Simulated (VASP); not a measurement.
# NiO (Fm-3m) in VASP: settings compared, part 2 of 2

VASP 6.6.1. The steps go on from the part before.

### 3 Single point, PBEsol+U, collinear spin, ferromagnetic start

This run uses another cell than the first one, of 9.08 Å³/atom.

Contents of INCAR:

```
ALGO = Normal
EDIFF = 1E-6
ENCUT = 520
GGA = PS
ISIF = 2
ISMEAR = -1
ISPIN = 2
LASPH = True
LCHARG = True
LDAU = True
LDAUJ = 0 0
LDAUL = 2 -1
LDAUPRINT = 1
LDAUTYPE = 2
LDAUU = 4 0
LELF = True
LMAXMIX = 4
LORBIT = 11
LREAL = False
LVHAR = True
LWAVE = False
MAGMOM = 1 0
NBANDS = 19
NELM = 150
PREC = Accurate
SIGMA = 0.05
```

Contents of KPOINTS:

```
k-points
0
Gamma
  11 11 11
```

Contents of POSCAR:

```
NiO
1.0
    0.0000000000      2.0859016414      2.0859016414
    2.0859016414      0.0000000000      2.0859016414
    2.0859016414      2.0859016414      0.0000000000
Ni O
1 1
Direct
    0.0000000000      0.0000000000      0.0000000000
    0.5000000000      0.5000000000      0.5000000000
```

Potentials or basis: VASP PAW PBE potentials, release 64 (Ni, O).

On the command line:

```
> cat potpaw_PBE.64/Ni/POTCAR potpaw_PBE.64/O/POTCAR > POTCAR
> mpirun -np 1 vasp_std > vasp.out
```

OUTCAR:

```text
EDIFF = 1E-6
   ENCUT = 520
   GGA = PS
   ISIF = 2
   ISMEAR = -1
   ISPIN = 2
   LASPH = True
   LORBIT = 11
   LREAL = False
   NELM = 150
   PREC = Accurate

 ion  position               nearest neighbor table
   1  0.000  0.000  0.000-   2 2.09   2 2.09   2 2.09   2 2.09   2 2.09   2 2.09
   2  0.500  0.500  0.500-   1 2.09   1 2.09   1 2.09   1 2.09   1 2.09   1 2.09

  LATTYP: Found a face centered cubic cell.
 ALAT       =     4.1718032828

  Lattice vectors:

 A1 = (   0.0000000000,   2.0859016414,   2.0859016414)
 A2 = (   2.0859016414,   0.0000000000,   2.0859016414)
 A3 = (   2.0859016414,   2.0859016414,   0.0000000000)

Analysis of symmetry for initial positions (statically):
=====================================================================
 Subroutine PRICEL returns:
 Original cell was already a primitive cell.

 Routine SETGRP: Setting up the symmetry group for a
 face centered cubic supercell.

 Subroutine GETGRP returns: Found 48 space group operations
 (whereof 48 operations were pure point group operations)
 out of a pool of 48 trial point group operations.

The static configuration has the point symmetry O_h .

Analysis of symmetry for dynamics (positions and initial velocities):
=====================================================================
 Subroutine PRICEL returns:
 Original cell was already a primitive cell.

 Routine SETGRP: Setting up the symmetry group for a
 face centered cubic supercell.

 Subroutine GETGRP returns: Found 48 space group operations
 (whereof 48 operations were pure point group operations)
 out of a pool of 48 trial point group operations.

The dynamic configuration has the point symmetry O_h .

Analysis of structural, dynamic, and magnetic symmetry:
=====================================================================
 Subroutine PRICEL returns:
 Original cell was already a primitive cell.

 Routine SETGRP: Setting up the symmetry group for a
 face centered cubic supercell.

 Subroutine GETGRP returns: Found 48 space group operations
 (whereof 48 operations were pure point group operations)
 out of a pool of 48 trial point group operations.

The overall configuration has the point symmetry O_h .

 Subroutine INISYM returns: Found 48 space group operations
 (whereof 48 operations are pure point group operations),
 and found     1 'primitive' translations

----------------------------------------------------------------------------------------

                                     Primitive cell

  volume of cell :      18.1515

  direct lattice vectors                    reciprocal lattice vectors
     0.000000000  2.085901641  2.085901641    -0.239704495  0.239704495  0.239704495
     2.085901641  0.000000000  2.085901641     0.239704495 -0.239704495  0.239704495
     2.085901641  2.085901641  0.000000000     0.239704495  0.239704495 -0.239704495

  length of vectors
     2.949910391  2.949910391  2.949910391     0.415180364  0.415180364  0.415180364

[... 111 lines left out ...]
   AEXX    =    0.0000 exact exchange contribution
   IVDW    =     0    specifies the selected vdW correction
   LEPSILON=     F    determine dielectric tensor
   LRPA    =     F    only Hartree local field effects (RPA)
 spin polarized calculation
  energy-cutoff  :      520.00
  volume of cell :       18.15
 maximum number of plane-waves:       531
 NGX is ok and might be reduce to    24
   NGX = 11   NGY = 11   NGZ = 11

atom =   1  type =  1  l = 2

 onsite density matrix

spin component  1

  0.9766  0.0000 -0.0000  0.0000 -0.0000
  0.0000  0.9766 -0.0000  0.0000 -0.0000
 -0.0000 -0.0000  1.0273 -0.0000 -0.0000
  0.0000  0.0000 -0.0000  0.9766 -0.0000
 -0.0000 -0.0000 -0.0000 -0.0000  1.0273

spin component  2

  0.9735  0.0000  0.0000  0.0000  0.0000
  0.0000  0.9735  0.0000  0.0000 -0.0000
  0.0000  0.0000  0.1761 -0.0000 -0.0000
  0.0000  0.0000 -0.0000  0.9735  0.0000
  0.0000 -0.0000 -0.0000  0.0000  0.1761

 occupancies and eigenvectors

  o =  0.1761  v =  0.0000  0.0000  0.0000  0.0000  0.0000  0.0000  0.0000 -1.0000  0.0000  0.0009      0.0000  0.0000  0.0000  0.0000  0.0000  0.0000  0.0000  0.0000  0.0000  0.0000
  o =  0.1761  v =  0.0000  0.0000  0.0000  0.0000  0.0000  0.0000 -0.0000  0.0009  0.0000  1.0000      0.0000  0.0000  0.0000  0.0000  0.0000  0.0000  0.0000  0.0000  0.0000  0.0000
  o =  0.9735  v =  0.0000  0.0000  0.0000  0.0000  0.0000  1.0000  0.0000  0.0000  0.0000  0.0000      0.0000  0.0000  0.0000  0.0000  0.0000  0.0000  0.0000  0.0000  0.0000  0.0000
  o =  0.9735  v =  0.0000  0.0000  0.0000  0.0000  0.0000  0.0000  0.7523  0.0000 -0.6588  0.0000      0.0000  0.0000  0.0000  0.0000  0.0000  0.0000  0.0000  0.0000  0.0000  0.0000
  o =  0.9735  v =  0.0000  0.0000  0.0000  0.0000  0.0000  0.0000  0.6588  0.0000  0.7523  0.0000      0.0000  0.0000  0.0000  0.0000  0.0000  0.0000  0.0000  0.0000  0.0000  0.0000
  o =  0.9766  v =  0.0000  0.4079 -0.0000  0.9130  0.0000  0.0000  0.0000  0.0000  0.0000  0.0000      0.0000  0.0000  0.0000  0.0000  0.0000  0.0000  0.0000  0.0000  0.0000  0.0000
  o =  0.9766  v =  0.0000  0.9130 -0.0000 -0.4079  0.0000  0.0000  0.0000  0.0000  0.0000  0.0000      0.0000  0.0000  0.0000  0.0000  0.0000  0.0000  0.0000  0.0000  0.0000  0.0000
  o =  0.9766  v =  1.0000  0.0000  0.0000  0.0000  0.0000  0.0000  0.0000  0.0000  0.0000  0.0000      0.0000  0.0000  0.0000  0.0000  0.0000  0.0000  0.0000  0.0000  0.0000  0.0000
  o =  1.0273  v =  0.0000 -0.0000  0.0003  0.0000  1.0000  0.0000  0.0000  0.0000  0.0000  0.0000      0.0000  0.0000  0.0000  0.0000  0.0000  0.0000  0.0000  0.0000  0.0000  0.0000
  o =  1.0273  v =  0.0000 -0.0000 -1.0000 -0.0000  0.0003  0.0000  0.0000  0.0000  0.0000  0.0000      0.0000  0.0000  0.0000  0.0000  0.0000  0.0000  0.0000  0.0000  0.0000  0.0000

 number of electron      16.0000001 magnetization       1.9999846

 Free energy of the ion-electron system (eV)
  ---------------------------------------------------
  ext. energy  EPLUGINS =         0.00000000
  ---------------------------------------------------
  free energy    TOTEN  =       -11.33824519 eV

  energy without entropy =      -11.33824506  energy(sigma->0) =      -11.33824513

 E-fermi :   7.6909     XC(G=0): -12.9368

 val. band max:        7.0612148976   @ k =   0.4545   0.0000   0.0000
 cond. band min:       8.2252925967   @ k =   0.0000   0.0000   0.0000
 fundamental gap:      1.1640776991
 Fermi energy:         7.6908548711

 spin component 1

 k-point     1 :       0.0000    0.0000    0.0000
  band No.  band energies     occupation
      1     -12.2999      1.00000
      2       2.0485      1.00000
      3       2.0485      1.00000
      4       2.9214      1.00000
      5       2.9214      1.00000
      6       2.9214      1.00000
[... 1049 lines left out ...]
     18      39.0315      0.00000
     19      39.3810      0.00000

 [... further k-points ...]

------------------------ aborting loop because EDIFF is reached ----------------------------------------

  FORCE on cell =-STRESS in cart. coord.  units (eV):
  Direction    XX          YY          ZZ          XY          YZ          ZX
  --------------------------------------------------------------------------------------
  -------------------------------------------------------------------------------------
  Total       -0.5062794     -0.5062794     -0.5062794      0.0000000      0.0000000      0.0000000
  in kB      -44.6878384    -44.6878384    -44.6878384      0.0000000      0.0000000      0.0000000
  external PRESSURE =     -44.6878384 kB  Pullay stress =       0.0000000 kB

 VOLUME and BASIS-vectors are now :
 -----------------------------------------------------------------------------
  energy-cutoff  :      520.00
  volume of cell :       18.15
      direct lattice vectors                 reciprocal lattice vectors
     0.000000000  2.085901641  2.085901641    -0.239704495  0.239704495  0.239704495
     2.085901641  0.000000000  2.085901641     0.239704495 -0.239704495  0.239704495
     2.085901641  2.085901641  0.000000000     0.239704495  0.239704495 -0.239704495

 POSITION                                       TOTAL-FORCE (eV/Angst)
 -----------------------------------------------------------------------------------
      0.00000      0.00000      0.00000         0.000000      0.000000      0.000000
      2.08590      2.08590      2.08590        -0.000000     -0.000000     -0.000000
 -----------------------------------------------------------------------------------
    total drift:                                0.000000     -0.000000     -0.000000

  FREE ENERGIE OF THE ION-ELECTRON SYSTEM (eV)
  ---------------------------------------------------
  free  energy   TOTEN  =       -11.3382451931 eV

  energy  without entropy=      -11.3382450609  energy(sigma->0) =      -11.33824513

 total charge

# of ion       s       p       d       tot
------------------------------------------
    1        0.347   0.429   8.230   9.006
    2        1.543   3.448   0.000   4.991
--------------------------------------------------
tot          1.890   3.877   8.230  13.997

 magnetization (x)

# of ion       s       p       d       tot
------------------------------------------
    1        0.011   0.014   1.711   1.736
    2        0.023   0.216   0.000   0.239
--------------------------------------------------
tot          0.034   0.230   1.711   1.975
```

stdout:

```text
POSCAR found type information on POSCAR NiO
 POSCAR found :  2 types and       2 ions
 scaLAPACK will be used
 -----------------------------------------------------------------------------
|                                                                             |
|                                                                             |
|     You enforced a specific xc type in the INCAR file but a different       |
|     I HOPE YOU KNOW WHAT YOU ARE DOING!                                     |
|                                                                             |
 -----------------------------------------------------------------------------

 LDA part: xc-table for (Slater+PW92), standard interpolation
 POSCAR, INCAR and KPOINTS ok, starting setup
 FFT: planning ... GRIDC
 FFT: planning ... GRID_SOFT
 FFT: planning ... GRID
 WAVECAR not read
 entering main loop
```

Run time: 15 s. Hardware: 1 thread of Intel Xeon 6975P-C (Granite Rapids), shared host; peak memory 0.16 GiB.

Results:

```
Free energy                                           : -11.3382 eV
Pressure                                              : -4.5 GPa
Band gap on the k mesh                                : 1.16 eV (least direct gap 1.95 eV)
Net moment                                            : 2.00 μB per cell
Site moments                                          : Ni +1.74; O +0.24 μB
Valence electrons inside the program's atomic spheres : Ni 9.01; O 4.99
```

Eigenvalues of the final occupation matrices:
| site | spin | trace | eigenvalues |
| --- | --- | --- | --- |
| site 1 d | 1 | 4.98 | 0.98 0.98 0.98 1.03 1.03 |
| site 1 d | 2 | 3.27 | 0.18 0.18 0.97 0.97 0.97 |

Caveat: the cell stands under tension; the PAW data sets were made with another functional, which shifts forces and pressure a little; an odd mesh through Γ misses points on the zone boundary, where band edges can lie; a cell with one magnetic atom can't hold antiferromagnetic order, which such compounds often take.

### 4 Single point, PBEsol+U, collinear spin, ferromagnetic start

This run uses another cell than the first one, of 9.08 Å³/atom.

Contents of INCAR:

```
SYSTEM = NiO
ALGO = Normal
EDIFF = 1E-7
ENCUT = 520
GGA = PS
ISIF = 2
ISMEAR = -1
ISPIN = 2
LASPH = .True.
LCHARG = .False.
LDAU = .True.
LDAUJ = 0 0
LDAUL = 2 -1
LDAUPRINT = 1
LDAUTYPE = 2
LDAUU = 5 0
LMAXMIX = 4
LORBIT = 11
LREAL = .False.
LWAVE = .False.
MAGMOM = 1 0
NBANDS = 19
NELM = 150
PREC = Accurate
SIGMA = 0.05
```

Contents of KPOINTS:

```
k-points
0
Gamma
  11 11 11
  0 0 0
```

POSCAR is that of step 3.

On the command line:

```
> cat potpaw_PBE.64/Ni/POTCAR potpaw_PBE.64/O/POTCAR > POTCAR
> mpirun -np 1 vasp_std > vasp.out
```

Wall time 15 s (1 thread of Intel Xeon 6975P-C (Granite Rapids), shared host); peak memory 0.16 GiB.

The run converged. Its results:

| Item | Value |
| --- | --- |
| Free energy | -11.1607 eV |
| Pressure | -5.5 GPa |
| Band gap on the k mesh | 1.68 eV (least direct gap 2.41 eV) |
| Net moment | 2.00 μB per cell |
| Site moments | Ni +1.77; O +0.21 μB |
| Valence electrons inside the program's atomic spheres | Ni 9.01; O 5.00 |

Levels at points of the mesh, in eV from the valence-band top:
Spin up:
```tsv
k point	band 7	band 8	band 9	band 10	band 11	band 12
(0.00, 0.00, 0.00)	-1.73	-1.73	-1.73	2.47	18.05	18.05
```
Spin down:
```tsv
k point	band 5	band 6	band 7	band 8	band 9	band 10
(0.00, 0.00, 0.00)	-1.30	-1.30	-1.30	1.68	1.68	2.84
```

Eigenvalues of the final occupation matrices:
```tsv
site	spin	trace	eigenvalues
site 1 d	1	5.00	0.98 0.98 0.98 1.03 1.03
site 1 d	2	3.26	0.16 0.16 0.98 0.98 0.98
```

Caveat: the cell stands under tension; the PAW data sets were made with another functional, which shifts forces and pressure a little; an odd mesh through Γ misses points on the zone boundary, where band edges can lie; a cell with one magnetic atom can't hold antiferromagnetic order, which such compounds often take.

### 5 Summary

```tsv
level	potentials or basis	U	cell	gap on the mesh (eV)	pressure (GPa)	moment (μB)
LDA+U	VASP PAW LDA potentials, release 64 (Ni, O)	Ni d U = 4.0 eV	a = 2.921 Å, angles 60.0°, 2 atoms	0.60	-7.7	2.00
PBEsol+U	VASP PAW PBE potentials, release 64 (Ni, O)	Ni d U = 4.0 eV	a = 2.950 Å, angles 60.0°, 2 atoms	1.16	-4.5	2.00
PBEsol+U	VASP PAW PBE potentials, release 64 (Ni, O)	Ni d U = 5.0 eV	a = 2.950 Å, angles 60.0°, 2 atoms	1.68	-5.5	2.00
```

Alike in all rows: task single point; spin collinear, ferromagnetic start; k mesh 11 × 11 × 11; cutoff (eV) 520; smearing fermi-dirac 0.05 eV.

Caveats: the cell stands under tension; an odd mesh through Γ misses points on the zone boundary, where band edges can lie; a cell with one magnetic atom can't hold antiferromagnetic order, which such compounds often take; the PAW data sets were made with another functional, which shifts forces and pressure a little (at least some runs).

Absolute energies hang on the potentials; compare differences alone.
